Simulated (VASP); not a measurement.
# Pb2O (Pn-3m) in VASP: single point with PBE

Aim: the single point of Pb2O with PBE.

Everything below comes from runs of VASP 6.6.1. Logs are shortened: lines on timing, memory, paths and dates and some standing lists are left out, and cuts for length are marked.

## 1. The cell of the first run

It takes space group Pn-3m (No. 224, cubic). The conventional cell has a = 5.380 Å, b = 5.380 Å, c = 5.380 Å, α = 90.00°, β = 90.00°, γ = 90.00°. Within 3.1 Å of Pb (site symmetry -3m) lie 2 O at 2.33 Å. Within 3.1 Å of O (site symmetry -43m) lie 4 Pb at 2.33 Å.

## 2. Single point, PBE

INCAR

```
PREC     = Accurate       # precision mode
ENCUT    = 600            # plane-wave cutoff, eV
EDIFF    = 1E-6           # SCF threshold, eV
ISMEAR   = -1             # smearing method
SIGMA    = 0.1            # smearing width, eV
LREAL    = F              # projectors in reciprocal space
LASPH    = T              # aspherical terms in the spheres
NELM     = 120            # most SCF steps
ALGO     = Normal         # electronic algorithm
ISIF     = 2              # what is computed and relaxed
LWAVE    = F              # write WAVECAR
LCHARG   = F              # write CHGCAR
GGA      = PE             # functional
NBANDS   = 43             # bands
GGA_COMPAT= F
```

KPOINTS

```
regular mesh
0
Gamma
  5 5 5
```

POSCAR

```
Pb2O
1.0
    5.3800000000      0.0000000000      0.0000000000
    0.0000000000      5.3800000000      0.0000000000
    0.0000000000      0.0000000000      5.3800000000
Pb O
4 2
Direct
    0.2500000000      0.2500000000      0.2500000000
    0.7500000000      0.7500000000      0.2500000000
    0.2500000000      0.7500000000      0.7500000000
    0.7500000000      0.2500000000      0.7500000000
    0.0000000000      0.0000000000      0.0000000000
    0.5000000000      0.5000000000      0.5000000000
```

Potentials or basis: VASP PAW PBE potentials, release 64 (Pb_d, O).

Run with:

```console
$ cat potpaw_PBE.64/Pb_d/POTCAR potpaw_PBE.64/O/POTCAR > POTCAR
$ mpirun -np 1 vasp_std > vasp.out
```

OUTCAR:

```text
PREC = Accurate
   ENCUT = 600
   EDIFF = 1E-6
   ISMEAR = -1
   LREAL = F
   LASPH = T
   NELM = 120
   ISIF = 2
   GGA = PE

 ion  position               nearest neighbor table
   1  0.250  0.250  0.250-   5 2.33   6 2.33   4 3.80   2 3.80   3 3.80   3 3.80   4 3.80   2 3.80
                             3 3.80   3 3.80   2 3.80   4 3.80   4 3.80   2 3.80
   2  0.750  0.750  0.250-   5 2.33   6 2.33   4 3.80   1 3.80   3 3.80   3 3.80   4 3.80   1 3.80
                             4 3.80   4 3.80   1 3.80   3 3.80   3 3.80   1 3.80
   3  0.250  0.750  0.750-   5 2.33   6 2.33   4 3.80   1 3.80   2 3.80   1 3.80   2 3.80   1 3.80
                             4 3.80   1 3.80   2 3.80   4 3.80   2 3.80   4 3.80
   4  0.750  0.250  0.750-   5 2.33   6 2.33   3 3.80   1 3.80   2 3.80   1 3.80   2 3.80   2 3.80
                             3 3.80   2 3.80   1 3.80   3 3.80   1 3.80   3 3.80
   5  0.000  0.000  0.000-   1 2.33   2 2.33   3 2.33   4 2.33
   6  0.500  0.500  0.500-   1 2.33   2 2.33   3 2.33   4 2.33

  LATTYP: Found a simple cubic cell.
 ALAT       =     5.3800000000

  Lattice vectors:

 A1 = (   5.3800000000,   0.0000000000,   0.0000000000)
 A2 = (   0.0000000000,   5.3800000000,   0.0000000000)
 A3 = (   0.0000000000,   0.0000000000,   5.3800000000)

Analysis of symmetry for initial positions (statically):
=====================================================================
 Subroutine PRICEL returns:
 Original cell was already a primitive cell.

 Routine SETGRP: Setting up the symmetry group for a
 simple cubic supercell.

 Subroutine GETGRP returns: Found 48 space group operations
 (whereof 24 operations were pure point group operations)
 out of a pool of 48 trial point group operations.

The static configuration has the point symmetry T_d .
 The point group associated with its full space group is O_h .

Analysis of symmetry for dynamics (positions and initial velocities):
=====================================================================
 Subroutine PRICEL returns:
 Original cell was already a primitive cell.

 Routine SETGRP: Setting up the symmetry group for a
 simple cubic supercell.

 Subroutine GETGRP returns: Found 48 space group operations
 (whereof 24 operations were pure point group operations)
 out of a pool of 48 trial point group operations.

The dynamic configuration has the point symmetry T_d .
 The point group associated with its full space group is O_h .

 Subroutine INISYM returns: Found 48 space group operations
 (whereof 24 operations are pure point group operations),
[... 92 lines left out ...]
   NSW    =      0    number of steps for IOM
   IBRION =     -1    ionic relax: 0-MD 1-quasi-New 2-CG
   NFREE  =      0    steps in history (QN), initial steepest desc. (CG)
   ISIF   =      2    stress and relaxation
   ISYM   =      2    0-nonsym 1-usesym 2-fastsym
   POTIM  = 0.5000    time-step for ionic-motion
   TEBEG  =    0.0;   TEEND  =   0.0 temperature during run
   PSTRESS=    0.0 pullay stress
   NELECT =      68.0000    total number of electrons
   NUPDOWN=      -1.0000    fix difference up-down
   EMIN   =  10.00;   EMAX   =-10.00  energy-range for DOS
   EFERMI =   0.00;   METHOD = LEGACY
   ISMEAR =    -1;   SIGMA  =   0.10  broadening in eV -4-tet -1-fermi 0-gaus
   EFERMI_NEDOS =   21; number of points for ismear=-14 and -15
   IALGO  =     38    algorithm
   IMIX   =      4    mixing-type and parameters
     AMIX     =   0.40;   BMIX     =  1.00
     AMIX_MAG =   1.60;   BMIX_MAG =  1.00
  volume/ion in A,a.u.               =      25.95       175.14
  Fermi-wavevector in a.u.,A,eV,Ry     =   1.242021  2.347079 20.988559  1.542616
  Thomas-Fermi vector in A             =   2.376393
   LORBIT       =      0    0 simple, 1 ext, 2 COOP (PROOUT), +10 PAW based schemes
   GGA     = PE    functional components
   LHFCALC =     F    Hartree Fock is set to
   AEXX    =    0.0000 exact exchange contribution
   IVDW    =     0    specifies the selected vdW correction
   LEPSILON=     F    determine dielectric tensor
   LRPA    =     F    only Hartree local field effects (RPA)
 non-spin polarized calculation
  energy-cutoff  :      600.00
  volume of cell :      155.72
 maximum number of plane-waves:      5220
 NGX is ok and might be reduce to    48
   NGX = 21   NGY = 21   NGZ = 21

 number of electron      67.9999994 magnetization

 Free energy of the ion-electron system (eV)
  ---------------------------------------------------
  ext. energy  EPLUGINS =         0.00000000
  ---------------------------------------------------
  free energy    TOTEN  =       -26.49293453 eV

  energy without entropy =      -26.40159550  energy(sigma->0) =      -26.44726502

 E-fermi :   5.0543     XC(G=0):  -9.5277

 val. band max:        5.0322967791   @ k =   0.4000   0.2000   0.0000
 cond. band min:       5.1276632602   @ k =   0.4000   0.2000   0.0000
 fundamental gap:      0.0953664810
 Fermi energy:         5.0543247000

 k-point     1 :       0.0000    0.0000    0.0000
  band No.  band energies     occupation
      1     -13.5479      2.00000
      2     -12.3861      2.00000
      3     -11.4947      2.00000
      4     -11.4947      2.00000
      5     -11.4409      2.00000
      6     -11.4409      2.00000
[... 449 lines left out ...]
     42      11.9332      0.00000
     43      12.4089      0.00000

------------------------ aborting loop because EDIFF is reached ----------------------------------------

  FORCE on cell =-STRESS in cart. coord.  units (eV):
  Direction    XX          YY          ZZ          XY          YZ          ZX
  --------------------------------------------------------------------------------------
  -------------------------------------------------------------------------------------
  Total        2.8558748      2.8558748      2.8558748      0.0000000      0.0000000     -0.0000000
  in kB       29.3834588     29.3834588     29.3834588      0.0000000      0.0000000     -0.0000000
  external PRESSURE =      29.3834588 kB  Pullay stress =       0.0000000 kB

 VOLUME and BASIS-vectors are now :
 -----------------------------------------------------------------------------
  energy-cutoff  :      600.00
  volume of cell :      155.72
      direct lattice vectors                 reciprocal lattice vectors
     5.380000000  0.000000000  0.000000000     0.185873606  0.000000000  0.000000000
     0.000000000  5.380000000  0.000000000     0.000000000  0.185873606  0.000000000
     0.000000000  0.000000000  5.380000000     0.000000000  0.000000000  0.185873606

 POSITION                                       TOTAL-FORCE (eV/Angst)
 -----------------------------------------------------------------------------------
      1.34500      1.34500      1.34500        -0.000000     -0.000000      0.000000
      4.03500      4.03500      1.34500         0.000000     -0.000000     -0.000000
      1.34500      4.03500      4.03500        -0.000000      0.000000      0.000000
      4.03500      1.34500      4.03500         0.000000      0.000000     -0.000000
      0.00000      0.00000      0.00000        -0.000000      0.000000      0.000000
      2.69000      2.69000      2.69000        -0.000000      0.000000     -0.000000
 -----------------------------------------------------------------------------------
    total drift:                               -0.000000     -0.000000      0.000000

  FREE ENERGIE OF THE ION-ELECTRON SYSTEM (eV)
  ---------------------------------------------------
  free  energy   TOTEN  =       -26.4929345348 eV

  energy  without entropy=      -26.4015955041  energy(sigma->0) =      -26.44726502
```

OSZICAR:

```text
N       E                     dE             d eps       ncg     rms          rms(c)
DAV:   1     0.899709310977E+03    0.89971E+03   -0.35149E+04   860   0.204E+03
DAV:   2     0.104367582039E+03   -0.79534E+03   -0.77406E+03   868   0.532E+02
DAV:   3    -0.232834721077E+02   -0.12765E+03   -0.12314E+03  1136   0.233E+02
[... 13 lines left out ...]
DAV:  17    -0.264929425775E+02   -0.16330E-04   -0.71881E-05  1114   0.477E-02    0.212E-02
DAV:  18    -0.264929392185E+02    0.33589E-05   -0.29616E-06   874   0.110E-02    0.167E-02
DAV:  19    -0.264929365652E+02    0.26533E-05   -0.50189E-05  1029   0.404E-02    0.143E-02
DAV:  20    -0.264929352510E+02    0.13143E-05   -0.79470E-06   996   0.154E-02    0.106E-02
DAV:  21    -0.264929345348E+02    0.71615E-06   -0.33619E-06   732   0.900E-03
   1 F= -.26492935E+02 E0= -.26447265E+02  d E =-.913390E-01
```

stdout:

```text
POSCAR found type information on POSCAR PbO
 POSCAR found :  2 types and       6 ions
 scaLAPACK will be used
 LDA part: xc-table for (Slater+PW92), standard interpolation
 POSCAR, INCAR and KPOINTS ok, starting setup
 FFT: planning ... GRIDC
 FFT: planning ... GRID_SOFT
 FFT: planning ... GRID
 WAVECAR not read
 entering main loop
```

Wall time 2.3 min (1 thread of AMD EPYC 7R43 (Zen 3), shared host); peak memory 0.31 GiB.

What came out:

```
Free energy            : -26.4929 eV
Pressure               : 2.9 GPa
Band gap on the k mesh : zero (bands 34 and 35 overlap by 0.34 eV)
```

Levels at points of the mesh, in eV from the Fermi level:
| k point | band 31 | band 32 | band 33 | band 34 | band 35 | band 36 | band 37 | band 38 |
| --- | --- | --- | --- | --- | --- | --- | --- | --- |
| (0.00, 0.00, 0.00) | -2.09 | -0.58 | -0.58 | -0.58 | 2.07 | 2.07 | 2.07 | 2.68 |

Caveat: semilocal functionals underestimate gaps, so a narrow gap can read as zero; spin-orbit coupling is left out, which moves the levels of the heavy elements.
